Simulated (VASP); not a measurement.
# Ti3Al (P-6m2) in VASP: single point with LDA

Aim: the single point of Ti3Al with LDA.

Everything below comes from runs of VASP 6.6.1. Logs are shortened: lines on timing, memory, paths and dates and some standing lists are left out, and cuts for length are marked.

## Step 1: The cell of the first run

It takes space group P-6m2 (No. 187, hexagonal). Conventional cell: a = 2.861 Å, b = 2.861 Å, c = 9.051 Å, α = 90.00°, β = 90.00°, γ = 120.00°. Ti (site symmetry -6m2) has 12 Ti at 2.79 to 2.86 Å within 3.7 Å. Within 3.7 Å of Ti (site symmetry 3m) lie 9 Ti at 2.79 to 2.86 Å and 3 Al at 2.81 Å. Within 3.7 Å of Al (site symmetry -6m2) lie 6 Ti at 2.81 Å and 6 Al at 2.86 Å.

## Step 2: Single point, LDA

The input, INCAR:

```
ALGO = Fast
EDIFF = 1E-6
ENCUT = 520
ISIF = 2
ISMEAR = 0
LASPH = True
LCHARG = True
LELF = True
LREAL = False
LVHAR = True
LWAVE = False
NBANDS = 28
NELM = 100
PREC = Accurate
SIGMA = 0.15
```

The input, KPOINTS:

```
k-points
0
Gamma
  18 18 6
```

The input, POSCAR:

```
Ti3Al
1.0
    2.8609400878      0.0000000000      0.0000000000
   -1.4304700439      2.4776467948      0.0000000000
    0.0000000000      0.0000000000      9.0513401320
Ti Al
3 1
Direct
    0.6666666667      0.3333333333      0.0000000000
    0.3333333333      0.6666666667      0.7515223655
    0.3333333333      0.6666666667      0.2484776345
    0.6666666667      0.3333333333      0.5000000000
```

Potentials or basis: VASP PAW LDA potentials, release 64 (Ti_sv, Al).

The run is started by

```console
> cat potpaw_LDA.64/Ti_sv/POTCAR potpaw_LDA.64/Al/POTCAR > POTCAR
> mpirun -np 1 vasp_std > vasp.out
```

OUTCAR:

```text
EDIFF = 1E-6
   ENCUT = 520
   ISIF = 2
   ISMEAR = 0
   LASPH = True
   LREAL = False
   NELM = 100
   PREC = Accurate

 ion  position               nearest neighbor table
   1  0.667  0.333  0.000-   2 2.79   3 2.79   2 2.79   3 2.79   2 2.79   3 2.79
   2  0.333  0.667  0.752-   1 2.79   1 2.79   1 2.79   4 2.81   4 2.81   4 2.81
   3  0.333  0.667  0.248-   1 2.79   1 2.79   1 2.79   4 2.81   4 2.81   4 2.81
   4  0.667  0.333  0.500-   2 2.81   3 2.81   2 2.81   3 2.81   2 2.81   3 2.81

  LATTYP: Found a hexagonal cell.
 ALAT       =     2.8609400878
 C/A-ratio  =     3.1637643062

  Lattice vectors:

 A1 = (   2.8609400878,   0.0000000000,   0.0000000000)
 A2 = (  -1.4304700439,   2.4776467948,   0.0000000000)
 A3 = (   0.0000000000,   0.0000000000,   9.0513401320)

Analysis of symmetry for initial positions (statically):
=====================================================================
 Subroutine PRICEL returns:
 Original cell was already a primitive cell.

 Routine SETGRP: Setting up the symmetry group for a
 hexagonal supercell.

 Subroutine GETGRP returns: Found 12 space group operations
 (whereof 12 operations were pure point group operations)
 out of a pool of 24 trial point group operations.

The static configuration has the point symmetry D_3h.

Analysis of symmetry for dynamics (positions and initial velocities):
=====================================================================
 Subroutine PRICEL returns:
 Original cell was already a primitive cell.

 Routine SETGRP: Setting up the symmetry group for a
 hexagonal supercell.

 Subroutine GETGRP returns: Found 12 space group operations
 (whereof 12 operations were pure point group operations)
 out of a pool of 24 trial point group operations.

The dynamic configuration has the point symmetry D_3h.

 Subroutine INISYM returns: Found 12 space group operations
 (whereof 12 operations are pure point group operations),
 and found     1 'primitive' translations

----------------------------------------------------------------------------------------

                                     Primitive cell

  volume of cell :      64.1595

  direct lattice vectors                    reciprocal lattice vectors
     2.860940088  0.000000000  0.000000000     0.349535457  0.201804390  0.000000000
    -1.430470044  2.477646795  0.000000000     0.000000000  0.403608780  0.000000000
     0.000000000  0.000000000  9.051340132     0.000000000  0.000000000  0.110480877

  length of vectors
     2.860940088  2.860940088  9.051340132     0.403608780  0.403608780  0.110480877

  position of ions in fractional coordinates (direct lattice)
     0.666666667  0.333333333  0.000000000
     0.333333333  0.666666667  0.751522366
     0.333333333  0.666666667  0.248477634
     0.666666667  0.333333333  0.500000000

  ion indices of the primitive-cell ions
   primitive index   ion index
                 1           1
                 2           2
                 3           3
                 4           4

----------------------------------------------------------------------------------------

 KPOINTS: k-points

Automatic generation of k-mesh.
 Grid dimensions read from file:
 generate k-points for:   18   18    6

 Generating k-lattice:

  Cartesian coordinates                     Fractional coordinates (reciprocal lattice)
     0.019418636  0.011211355  0.000000000     0.055555556  0.000000000  0.000000000
     0.000000000  0.022422710  0.000000000     0.000000000  0.055555556  0.000000000
     0.000000000  0.000000000  0.018413480     0.000000000  0.000000000  0.166666667

  Length of vectors
     0.022422710  0.022422710  0.018413480

  Shift w.r.t. Gamma in fractional coordinates (k-lattice)
     0.000000000  0.000000000  0.000000000

 Subroutine IBZKPT returns following result:
 ===========================================

 Found    148 irreducible k-points:

 Following reciprocal coordinates:
            Coordinates               Weight
  0.000000  0.000000  0.000000      1.000000
  0.055556  0.000000  0.000000      6.000000
  0.111111  0.000000  0.000000      6.000000
  0.166667  0.000000  0.000000      6.000000
  0.222222  0.000000  0.000000      6.000000
  0.277778  0.000000  0.000000      6.000000
[... 16 lines left out ...]
  0.333333  0.111111  0.000000     12.000000
  0.388889  0.111111  0.000000     12.000000
 [... further k-points ...]
   k-points           NKPTS =    148   k-points in BZ     NKDIM =    148   number of bands    NBANDS=     28
   number of dos      NEDOS =    301   number of ions     NIONS =      4
   total plane-waves  NPLWV =  40320
   dimension x,y,z NGX =    24 NGY =   24 NGZ =   70
   dimension x,y,z NGXF=    48 NGYF=   48 NGZF=  140
   ions per type =               3   1
   NGX,Y,Z   is equivalent  to a cutoff of  13.95, 13.95, 12.86 a.u.
   NGXF,Y,Z  is equivalent  to a cutoff of  27.89, 27.89, 25.71 a.u.
 SYSTEM =  unknown system
   PREC   = accura    normal or accurate (medium, high low for compatibility)
   ISTART =      0    job   : 0-new  1-cont  2-samecut
   ICHARG =      2    charge: 1-file 2-atom 10-const
   ISPIN  =      1    spin polarized calculation?
   LNONCOLLINEAR =      F non collinear calculations
   LSORBIT =      F    spin-orbit coupling
   LASPH  =      T    aspherical Exc in radial PAW
   ENCUT  =  520.0 eV  38.22 Ry    6.18 a.u.   5.32  5.32 16.83*2*pi/ulx,y,z
   NELM   =    100;   NELMIN=  2; NELMDL= -5     # of ELM steps
   EDIFF  = 0.1E-05   stopping-criterion for ELM
   LREAL  =      F    real-space projection
   EDIFFG = 0.1E-04   stopping-criterion for IOM
   NSW    =      0    number of steps for IOM
   IBRION =     -1    ionic relax: 0-MD 1-quasi-New 2-CG
   NFREE  =      0    steps in history (QN), initial steepest desc. (CG)
   ISIF   =      2    stress and relaxation
   ISYM   =      2    0-nonsym 1-usesym 2-fastsym
   POTIM  = 0.5000    time-step for ionic-motion
   TEBEG  =    0.0;   TEEND  =   0.0 temperature during run
   PSTRESS=    0.0 pullay stress
   NELECT =      39.0000    total number of electrons
   NUPDOWN=      -1.0000    fix difference up-down
   EMIN   =  10.00;   EMAX   =-10.00  energy-range for DOS
   EFERMI =   0.00;   METHOD = LEGACY
   ISMEAR =     0;   SIGMA  =   0.15  broadening in eV -4-tet -1-fermi 0-gaus
   EFERMI_NEDOS =   21; number of points for ismear=-14 and -15
   IALGO  =     68    algorithm
   IMIX   =      4    mixing-type and parameters
     AMIX     =   0.40;   BMIX     =  1.00
     AMIX_MAG =   1.60;   BMIX_MAG =  1.00
  volume/ion in A,a.u.               =      16.04       108.24
  Fermi-wavevector in a.u.,A,eV,Ry     =   1.386786  2.620645 26.166378  1.923175
  Thomas-Fermi vector in A             =   2.511069
   LORBIT       =      0    0 simple, 1 ext, 2 COOP (PROOUT), +10 PAW based schemes
   GGA     = CA    functional components
   LHFCALC =     F    Hartree Fock is set to
   AEXX    =    0.0000 exact exchange contribution
   IVDW    =     0    specifies the selected vdW correction
   LEPSILON=     F    determine dielectric tensor
   LRPA    =     F    only Hartree local field effects (RPA)
 non-spin polarized calculation
 RMM-DIIS sequential band-by-band and
 Gauss-broadening in eV      SIGMA  =   0.15
  energy-cutoff  :      520.00
  volume of cell :       64.16
 maximum number of plane-waves:      1756
 NGX is ok and might be reduce to    24
   NGX = 11   NGY = 11   NGZ = 33

 number of electron      39.0000007 magnetization

 Free energy of the ion-electron system (eV)
  ---------------------------------------------------
  ext. energy  EPLUGINS =         0.00000000
  ---------------------------------------------------
  free energy    TOTEN  =       -30.36403735 eV

  energy without entropy =      -30.31984846  energy(sigma->0) =      -30.34194290

 E-fermi :   8.4395     XC(G=0): -11.7452

 val. band max:        8.4313664619   @ k =   0.1667   0.0556   0.0000
 cond. band min:       8.4428090492   @ k =   0.3333   0.2222   0.0000
 fundamental gap:      0.0114425873
 Fermi energy:         8.4395221701

 k-point     1 :       0.0000    0.0000    0.0000
  band No.  band energies     occupation
      1     -47.4678      2.00000
      2     -47.4014      2.00000
      3     -47.3200      2.00000
      4     -24.4430      2.00000
      5     -24.1238      2.00000
      6     -23.7558      2.00000
[... 20 lines left out ...]
     27      10.6665      0.00000
     28      11.3482      0.00000

 k-point     2 :       0.0556    0.0000    0.0000
  band No.  band energies     occupation
      1     -47.4638      2.00000
      2     -47.3983      2.00000
      3     -47.3179      2.00000
      4     -24.4364      2.00000
      5     -24.1238      2.00000
      6     -23.7668      2.00000
[... 20 lines left out ...]
     27      10.6315      0.00000
     28      11.3160      0.00000

 k-point     3 :       0.1111    0.0000    0.0000
  band No.  band energies     occupation
      1     -47.4519      2.00000
      2     -47.3894      2.00000
      3     -47.3119      2.00000
      4     -24.4171      2.00000
      5     -24.1252      2.00000
      6     -23.8057      2.00000
[... 20 lines left out ...]
     27      10.5514      0.00000
     28      11.2365      0.00000

 k-point     4 :       0.1667    0.0000    0.0000
  band No.  band energies     occupation
      1     -47.4335      2.00000
      2     -47.3756      2.00000
      3     -47.3029      2.00000
      4     -24.3877      2.00000
      5     -24.1335      2.00000
      6     -23.8747      2.00000
[... 578 lines left out ...]
     27      11.4664      0.00000
     28      11.5961      0.00000

 k-point    23 :       0.3333    0.1111    0.0000
  band No.  band energies     occupation
      1     -47.3308      2.00000
      2     -47.3060      2.00000
      3     -47.2665      2.00000
      4     -24.3303      2.00000
      5     -24.3282      2.00000
      6     -24.1920      2.00000
[... 20 lines left out ...]
     27      11.5695      0.00000
     28      11.8105      0.00000

 k-point    24 :       0.3889    0.1111    0.0000
  band No.  band energies     occupation
      1     -47.3153      2.00000
      2     -47.2974      2.00000
      3     -47.2649      2.00000
      4     -24.3711      2.00000
      5     -24.3539      2.00000
      6     -24.2302      2.00000
[... 20 lines left out ...]
     27      11.6143      0.00000
     28      12.0508      0.00000

 [... further k-points ...]

------------------------ aborting loop because EDIFF is reached ----------------------------------------

  FORCE on cell =-STRESS in cart. coord.  units (eV):
  Direction    XX          YY          ZZ          XY          YZ          ZX
  --------------------------------------------------------------------------------------
  -------------------------------------------------------------------------------------
  Total       -0.0457079     -0.0457079      0.0178743      0.0000000      0.0000000     -0.0000000
  in kB       -1.1414078     -1.1414078      0.4463523      0.0000000      0.0000000     -0.0000000
  external PRESSURE =      -0.6121545 kB  Pullay stress =       0.0000000 kB

 VOLUME and BASIS-vectors are now :
 -----------------------------------------------------------------------------
  energy-cutoff  :      520.00
  volume of cell :       64.16
      direct lattice vectors                 reciprocal lattice vectors
     2.860940088  0.000000000  0.000000000     0.349535457  0.201804390  0.000000000
    -1.430470044  2.477646795  0.000000000     0.000000000  0.403608780  0.000000000
     0.000000000  0.000000000  9.051340132     0.000000000  0.000000000  0.110480877

 POSITION                                       TOTAL-FORCE (eV/Angst)
 -----------------------------------------------------------------------------------
      1.43047      0.82588      0.00000        -0.000000     -0.000000      0.000000
     -0.00000      1.65176      6.80228        -0.000000     -0.000000      0.007027
     -0.00000      1.65176      2.24906         0.000000     -0.000000     -0.007027
      1.43047      0.82588      4.52567         0.000000      0.000000      0.000000
 -----------------------------------------------------------------------------------
    total drift:                                0.000000     -0.000000     -0.000000

  FREE ENERGIE OF THE ION-ELECTRON SYSTEM (eV)
  ---------------------------------------------------
  free  energy   TOTEN  =       -30.3640373479 eV

  energy  without entropy=      -30.3198484602  energy(sigma->0) =      -30.34194290
```

Wall time 10 min (1 thread of Intel Xeon Platinum 8488C (Sapphire Rapids), shared host); peak memory 0.32 GiB.

What came out:

```
Free energy            : -30.3640 eV
Pressure               : -0.1 GPa
Largest force          : 0.007 eV/Å
Band gap on the k mesh : zero (an odd number of electrons rules out a gap without spin polarisation)
```

Forces in eV/Å, atoms in the order of the input:
```
Ti   0.000  0.000  0.000
Ti   0.000  0.000  0.007
Ti   0.000  0.000 -0.007
Al   0.000  0.000  0.000
```

Levels at points of the mesh, in eV from the Fermi level:
| k point | band 18 | band 19 | band 20 | band 21 | band 22 | band 23 |
| --- | --- | --- | --- | --- | --- | --- |
| (0.00, 0.00, 0.00) | 0.65 | 0.77 | 0.84 | 0.84 | 0.94 | 0.94 |
| (0.50, 0.00, 0.00) | -1.33 | -0.66 | -0.30 | 0.92 | 1.15 | 1.27 |
| (0.00, 0.00, 0.50) | 0.56 | 0.81 | 0.85 | 0.85 | 0.93 | 0.93 |
| (0.50, 0.00, 0.50) | -1.30 | -1.02 | 0.13 | 0.88 | 0.99 | 1.15 |
